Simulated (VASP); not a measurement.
# Co (Fm-3m) in VASP: notebook

Co is run at these levels: PBE; tasks: single point.

All numbers are computed with VASP 6.6.1; they aren't measurements. Logs are shortened: lines on timing, memory, paths and dates and some standing lists are left out, and cuts for length are marked.

## 1. The cell of the first run

It takes space group Fm-3m (No. 225, cubic). Conventional cell: a = 3.615 Å, b = 3.615 Å, c = 3.615 Å, α = 90.00°, β = 90.00°, γ = 90.00°. Co (site symmetry m-3m) has 12 Co at 2.56 Å within 3.4 Å.

## 2. Single point, PBE, collinear spin, zero start

File INCAR:

```
SYSTEM = Co
PREC = Accurate
ENCUT = 520
EDIFF = 1E-6
ISMEAR = -1
SIGMA = 0.1
LREAL = .False.
LASPH = .True.
NELM = 150
ALGO = Normal
ISIF = 2
LWAVE = .False.
LCHARG = .False.
ISPIN = 2
MAGMOM = 0
LORBIT = 11
NUPDOWN = 0.0
LMAXMIX = 4
GGA = PE
NBANDS = 14
```

File KPOINTS:

```
regular mesh
0
Gamma
  15 15 15
  0 0 0
```

File POSCAR:

```
Co
1.0
    0.0000000000      1.8074000000      1.8074000000
    1.8074000000      0.0000000000      1.8074000000
    1.8074000000      1.8074000000      0.0000000000
Co
1
Direct
    0.0000000000      0.0000000000      0.0000000000
```

Potentials or basis: VASP PAW PBE potentials, release 64 (Co).

Launch:

```sh
$ cat potpaw_PBE.64/Co/POTCAR > POTCAR
$ mpirun -np 1 vasp_std > vasp.out
```

OUTCAR:

```text
SYSTEM = Co
   PREC = Accurate
   ENCUT = 520
   EDIFF = 1E-6
   ISMEAR = -1
   LREAL = .False.
   LASPH = .True.
   NELM = 150
   ISIF = 2
   ISPIN = 2
   LORBIT = 11
   NUPDOWN = 0.0
   GGA = PE

 ion  position               nearest neighbor table
   1  0.000  0.000  0.000-

  LATTYP: Found a face centered cubic cell.
 ALAT       =     3.6148000000

  Lattice vectors:

 A1 = (   0.0000000000,   1.8074000000,   1.8074000000)
 A2 = (   1.8074000000,   0.0000000000,   1.8074000000)
 A3 = (   1.8074000000,   1.8074000000,   0.0000000000)

Analysis of symmetry for initial positions (statically):
=====================================================================
 Subroutine PRICEL returns:
 Original cell was already a primitive cell.

 Routine SETGRP: Setting up the symmetry group for a
 face centered cubic supercell.

 Subroutine GETGRP returns: Found 48 space group operations
 (whereof 48 operations were pure point group operations)
 out of a pool of 48 trial point group operations.

The static configuration has the point symmetry O_h .

Analysis of symmetry for dynamics (positions and initial velocities):
=====================================================================
 Subroutine PRICEL returns:
 Original cell was already a primitive cell.

 Routine SETGRP: Setting up the symmetry group for a
 face centered cubic supercell.

 Subroutine GETGRP returns: Found 48 space group operations
 (whereof 48 operations were pure point group operations)
 out of a pool of 48 trial point group operations.

The dynamic configuration has the point symmetry O_h .

Analysis of structural, dynamic, and magnetic symmetry:
=====================================================================
 Subroutine PRICEL returns:
 Original cell was already a primitive cell.

 Routine SETGRP: Setting up the symmetry group for a
 face centered cubic supercell.

 Subroutine GETGRP returns: Found 48 space group operations
 (whereof 48 operations were pure point group operations)
 out of a pool of 48 trial point group operations.

The overall configuration has the point symmetry O_h .

 Subroutine INISYM returns: Found 48 space group operations
 (whereof 48 operations are pure point group operations),
 and found     1 'primitive' translations

----------------------------------------------------------------------------------------

                                     Primitive cell

  volume of cell :      11.8084

  direct lattice vectors                    reciprocal lattice vectors
     0.000000000  1.807400000  1.807400000    -0.276640478  0.276640478  0.276640478
     1.807400000  0.000000000  1.807400000     0.276640478 -0.276640478  0.276640478
     1.807400000  1.807400000  0.000000000     0.276640478  0.276640478 -0.276640478

  length of vectors
     2.556049593  2.556049593  2.556049593     0.479155363  0.479155363  0.479155363

  position of ions in fractional coordinates (direct lattice)
     0.000000000  0.000000000  0.000000000

  ion indices of the primitive-cell ions
   primitive index   ion index
                 1           1

----------------------------------------------------------------------------------------

 KPOINTS: regular mesh

Automatic generation of k-mesh.
 Grid dimensions read from file:
 generate k-points for:   15   15   15

 Generating k-lattice:

  Cartesian coordinates                     Fractional coordinates (reciprocal lattice)
    -0.018442699  0.018442699  0.018442699     0.066666667  0.000000000  0.000000000
     0.018442699 -0.018442699  0.018442699     0.000000000  0.066666667  0.000000000
     0.018442699  0.018442699 -0.018442699     0.000000000  0.000000000  0.066666667

  Length of vectors
     0.031943691  0.031943691  0.031943691

  Shift w.r.t. Gamma in fractional coordinates (k-lattice)
     0.000000000  0.000000000  0.000000000

 Subroutine IBZKPT returns following result:
 ===========================================

 Found    120 irreducible k-points:

 Following reciprocal coordinates:
            Coordinates               Weight
  0.000000  0.000000  0.000000      1.000000
  0.066667  0.000000  0.000000      8.000000
  0.133333  0.000000  0.000000      8.000000
  0.200000  0.000000  0.000000      8.000000
  0.266667  0.000000  0.000000      8.000000
  0.333333  0.000000  0.000000      8.000000
[... 16 lines left out ...]
  0.133333  0.133333  0.000000      6.000000
  0.200000  0.133333  0.000000     24.000000
 [... further k-points ...]
   k-points           NKPTS =    120   k-points in BZ     NKDIM =    120   number of bands    NBANDS=     14
   number of dos      NEDOS =    301   number of ions     NIONS =      1
   total plane-waves  NPLWV =   8000
   dimension x,y,z NGX =    20 NGY =   20 NGZ =   20
   dimension x,y,z NGXF=    40 NGYF=   40 NGZF=   40
   ions per type =               1
   NGX,Y,Z   is equivalent  to a cutoff of  13.01, 13.01, 13.01 a.u.
   NGXF,Y,Z  is equivalent  to a cutoff of  26.02, 26.02, 26.02 a.u.
 SYSTEM =  Co
   PREC   = accura    normal or accurate (medium, high low for compatibility)
   ISTART =      0    job   : 0-new  1-cont  2-samecut
   ICHARG =      2    charge: 1-file 2-atom 10-const
   ISPIN  =      2    spin polarized calculation?
   LNONCOLLINEAR =      F non collinear calculations
   LSORBIT =      F    spin-orbit coupling
   LASPH  =      T    aspherical Exc in radial PAW
   ENCUT  =  520.0 eV  38.22 Ry    6.18 a.u.   4.75  4.75  4.75*2*pi/ulx,y,z
   NELM   =    150;   NELMIN=  2; NELMDL= -5     # of ELM steps
   EDIFF  = 0.1E-05   stopping-criterion for ELM
   LREAL  =      F    real-space projection
   EDIFFG = 0.1E-04   stopping-criterion for IOM
   NSW    =      0    number of steps for IOM
   IBRION =     -1    ionic relax: 0-MD 1-quasi-New 2-CG
   NFREE  =      0    steps in history (QN), initial steepest desc. (CG)
   ISIF   =      2    stress and relaxation
   ISYM   =      2    0-nonsym 1-usesym 2-fastsym
   POTIM  = 0.5000    time-step for ionic-motion
   TEBEG  =    0.0;   TEEND  =   0.0 temperature during run
   PSTRESS=    0.0 pullay stress
   NELECT =       9.0000    total number of electrons
   NUPDOWN=       0.0000    fix difference up-down
   EMIN   =  10.00;   EMAX   =-10.00  energy-range for DOS
   EFERMI =   0.00;   METHOD = LEGACY
   ISMEAR =    -1;   SIGMA  =   0.10  broadening in eV -4-tet -1-fermi 0-gaus
   EFERMI_NEDOS =   21; number of points for ismear=-14 and -15
   IALGO  =     38    algorithm
   IMIX   =      4    mixing-type and parameters
     AMIX     =   0.40;   BMIX     =  1.00
     AMIX_MAG =   1.60;   BMIX_MAG =  1.00
  volume/ion in A,a.u.               =      11.81        79.69
  Fermi-wavevector in a.u.,A,eV,Ry     =   1.495402  2.825901 30.425731  2.236228
  Thomas-Fermi vector in A             =   2.607552
   LORBIT       =     11    0 simple, 1 ext, 2 COOP (PROOUT), +10 PAW based schemes
   GGA     = PE    functional components
   LHFCALC =     F    Hartree Fock is set to
   AEXX    =    0.0000 exact exchange contribution
   IVDW    =     0    specifies the selected vdW correction
   LEPSILON=     F    determine dielectric tensor
   LRPA    =     F    only Hartree local field effects (RPA)
 spin polarized calculation
  energy-cutoff  :      520.00
  volume of cell :       11.81
 maximum number of plane-waves:       331
   NGX =  9   NGY =  9   NGZ =  9

 number of electron       9.0000003 magnetization      -0.0000000

 number of electron       9.0000003 magnetization       0.0000000

 Free energy of the ion-electron system (eV)
  ---------------------------------------------------
  ext. energy  EPLUGINS =         0.00000000
  ---------------------------------------------------
  free energy    TOTEN  =        -6.74697969 eV

  energy without entropy =       -6.65364009  energy(sigma->0) =       -6.70030989

 E-fermi :   8.8762     XC(G=0): -12.9300

 val. band max:        8.8613555455   @ k =   0.3333   0.0667   0.0000
 cond. band min:       8.8837929712   @ k =   0.4667   0.4000   0.0000
 fundamental gap:      0.0224374257
 Fermi energy:         8.8761795335

 spin component 1

 k-point     1 :       0.0000    0.0000    0.0000
  band No.  band energies     occupation
      1       0.6705      1.00000
      2       7.3200      1.00000
      3       7.3200      1.00000
      4       7.3200      1.00000
      5       8.4200      0.98966
      6       8.4200      0.98966
      7      31.3283      0.00000
      8      35.3075      0.00000
      9      35.3075      0.00000
     10      35.3075      0.00000
     11      38.2043      0.00000
     12      38.2043      0.00000
     13      38.2043      0.00000
     14      40.7635      0.00000
[... 375 lines left out ...]
 k-point    24 :       0.2000    0.1333    0.0000
  band No.  band energies     occupation
      1       2.1021      1.00000
      2       6.8298      1.00000
      3       7.6675      0.99999
      4       7.7051      0.99999
      5       8.0691      0.99969
      6       8.6011      0.93996
      7      27.9708      0.00000
      8      30.4519      0.00000
      9      30.6437      0.00000
     10      32.8336      0.00000
     11      37.4607      0.00000
     12      41.1746      0.00000
     13      42.7028      0.00000
     14      43.3234      0.00000

 [... further k-points ...]

 spin component 2

 k-point     1 :       0.0000    0.0000    0.0000
  band No.  band energies     occupation
      1       0.6704      1.00000
      2       7.3200      1.00000
      3       7.3200      1.00000
      4       7.3200      1.00000
      5       8.4200      0.98966
      6       8.4200      0.98966
      7      31.3283      0.00000
      8      35.3075      0.00000
      9      35.3075      0.00000
     10      35.3075      0.00000
     11      38.2043      0.00000
     12      38.2043      0.00000
     13      38.2043      0.00000
     14      40.7635      0.00000
[... 375 lines left out ...]
 k-point    24 :       0.2000    0.1333    0.0000
  band No.  band energies     occupation
      1       2.1021      1.00000
      2       6.8298      1.00000
      3       7.6675      0.99999
      4       7.7051      0.99999
      5       8.0691      0.99969
      6       8.6011      0.93996
      7      27.9708      0.00000
      8      30.4519      0.00000
      9      30.6438      0.00000
     10      32.8336      0.00000
     11      37.4607      0.00000
     12      41.1746      0.00000
     13      42.7028      0.00000
     14      43.3234      0.00000

 [... further k-points ...]

------------------------ aborting loop because EDIFF is reached ----------------------------------------

  FORCE on cell =-STRESS in cart. coord.  units (eV):
  Direction    XX          YY          ZZ          XY          YZ          ZX
  --------------------------------------------------------------------------------------
  -------------------------------------------------------------------------------------
  Total       -1.7960156     -1.7960156     -1.7960156      0.0000000      0.0000000     -0.0000000
  in kB     -243.6844704   -243.6844704   -243.6844704      0.0000000      0.0000000     -0.0000000
  external PRESSURE =    -243.6844704 kB  Pullay stress =       0.0000000 kB

 VOLUME and BASIS-vectors are now :
 -----------------------------------------------------------------------------
  energy-cutoff  :      520.00
  volume of cell :       11.81
      direct lattice vectors                 reciprocal lattice vectors
     0.000000000  1.807400000  1.807400000    -0.276640478  0.276640478  0.276640478
     1.807400000  0.000000000  1.807400000     0.276640478 -0.276640478  0.276640478
     1.807400000  1.807400000  0.000000000     0.276640478  0.276640478 -0.276640478

 POSITION                                       TOTAL-FORCE (eV/Angst)
 -----------------------------------------------------------------------------------
      0.00000      0.00000      0.00000         0.000000      0.000000      0.000000
 -----------------------------------------------------------------------------------
    total drift:                               -0.000000     -0.000000     -0.000000

  FREE ENERGIE OF THE ION-ELECTRON SYSTEM (eV)
  ---------------------------------------------------
  free  energy   TOTEN  =        -6.7469796901 eV

  energy  without entropy=       -6.6536400916  energy(sigma->0) =       -6.70030989

 total charge

# of ion       s       p       d       tot
------------------------------------------
    1        0.448   0.442   7.232   8.123

 magnetization (x)

# of ion       s       p       d       tot
------------------------------------------
    1       -0.000  -0.000  -0.000  -0.000
```

Wall time 31 s (1 thread of AMD EPYC 7R43 (Zen 3), shared host); peak memory 0.12 GiB.

Results:

* Free energy: -6.7470 eV
* Pressure: -24.4 GPa
* Net moment: 0.00 μB per cell
* Valence electrons inside the program's atomic spheres: Co 8.12

Caveat: the total moment is fixed, so each spin has its own Fermi level.

## 3. Single point, PBE, collinear spin, ferromagnetic start

File INCAR:

```
PREC = Accurate ; ENCUT = 520
EDIFF = 1E-6 ; ISMEAR = -1
SIGMA = 0.1 ; LREAL = F
LASPH = T ; NELM = 150
ALGO = Normal ; ISIF = 2
LWAVE = F ; LCHARG = T
ISPIN = 2 ; MAGMOM = 3
LORBIT = 11 ; LMAXMIX = 4
GGA = PE ; LELF = T
LVHAR = T ; NBANDS = 14
```

File KPOINTS:

```
regular mesh
0
Gamma
  15 15 15
```

POSCAR is that of step 2.

Potentials or basis: VASP PAW PBE potentials, release 64 (Co).

Launch:

```sh
$ cat potpaw_PBE.64/Co/POTCAR > POTCAR
$ mpirun -np 1 vasp_std > vasp.out
```

Run time: 35 s. Hardware: 1 thread of AMD EPYC 7R43 (Zen 3), shared host; peak memory 0.12 GiB.

Results (log left out):

- Free energy: -6.9955 eV
- Pressure: -14.4 GPa
- Net moment: 1.69 μB per cell
- Site moments: Co +1.72 μB
- Valence electrons inside the program's atomic spheres: Co 8.12

Levels at points of the mesh, in eV from the Fermi level:
Spin up:
```csv
k point,band 2,band 3,band 4,band 5,band 6,band 7,band 8,band 9
"(0.00, 0.00, 0.00)",-2.62,-2.62,-2.62,-1.74,-1.74,22.31,26.01,26.01
```
Spin down:
```csv
k point,band 2,band 3,band 4,band 5,band 6,band 7
"(0.00, 0.00, 0.00)",-1.01,-1.01,-1.01,0.31,0.31,21.96
```

## 4. Single point, PBE, collinear spin, ferromagnetic start

File INCAR:

```
  ALGO = Normal
  EDIFF = 1E-6
  ENCUT = 520
  GGA = PE
  ISIF = 2
  ISMEAR = -1
  ISPIN = 2
  LASPH = T
  LCHARG = F
  LMAXMIX = 4
  LORBIT = 11
  LREAL = F
  LWAVE = F
  MAGMOM = 0.85
  NBANDS = 14
  NELM = 150
  NUPDOWN = 0.85
  PREC = Accurate
  SIGMA = 0.1
```

File KPOINTS:

```
k-points
0
Gamma
  15 15 15
```

POSCAR is that of step 3.

Launch:

```sh
$ cat potpaw_PBE.64/Co/POTCAR > POTCAR
$ mpirun -np 1 vasp_std > vasp.out
```

Run time: 33 s. Hardware: 1 thread of AMD EPYC 7R43 (Zen 3), shared host; peak memory 0.12 GiB.

The run converged. Its results:

| Quantity | Value |
| --- | --- |
| Free energy | -6.8270 eV |
| Pressure | -21.7 GPa |
| Net moment | 0.85 μB per cell |
| Site moments | Co +0.88 μB |
| Valence electrons inside the program's atomic spheres | Co 8.12 |

Caveat: the total moment is fixed, so each spin has its own Fermi level.

## 5. Single point, PBE, collinear spin, ferromagnetic start

File INCAR:

```
SYSTEM = Co
PREC = Accurate ; ENCUT = 520
EDIFF = 1E-6 ; ISMEAR = -1
SIGMA = 0.1 ; LREAL = .False.
LASPH = .True. ; NELM = 150
ALGO = Normal ; ISIF = 2
LWAVE = .False. ; LCHARG = .False.
ISPIN = 2 ; MAGMOM = 1.7
LORBIT = 11 ; NUPDOWN = 1.7
LMAXMIX = 4 ; GGA = PE
NBANDS = 14
```

File KPOINTS:

```
regular mesh
0
Gamma
  15 15 15
  0 0 0
```

POSCAR is that of step 4.

Launch:

```sh
$ cat potpaw_PBE.64/Co/POTCAR > POTCAR
$ mpirun -np 1 vasp_std > vasp.out
```

Run time: 33 s. Hardware: 1 thread of AMD EPYC 7R43 (Zen 3), shared host; peak memory 0.12 GiB.

It converged, with:

| Property | Result |
| --- | --- |
| Free energy | -6.9954 eV |
| Pressure | -13.9 GPa |
| Net moment | 1.70 μB per cell |
| Site moments | Co +1.73 μB |
| Valence electrons inside the program's atomic spheres | Co 8.12 |

Caveat: the total moment is fixed, so each spin has its own Fermi level.

## 6. Overview

```csv
spin,fixed moment (μB),pressure (GPa),moment (μB)
"collinear, zero start",0.0,-24.4,0.00
"collinear, ferromagnetic start",-,-14.4,1.69
"collinear, ferromagnetic start",0.85,-21.7,0.85
"collinear, ferromagnetic start",1.7,-13.9,1.70
```

Alike in all rows: task single point; level PBE; potentials or basis VASP PAW PBE potentials, release 64 (Co); cell as given; k mesh 15 × 15 × 15; cutoff (eV) 520; smearing fermi-dirac 0.1 eV.

Caveats: the total moment is fixed, so each spin has its own Fermi level (some runs).

Absolute energies hang on the potentials; compare differences alone.
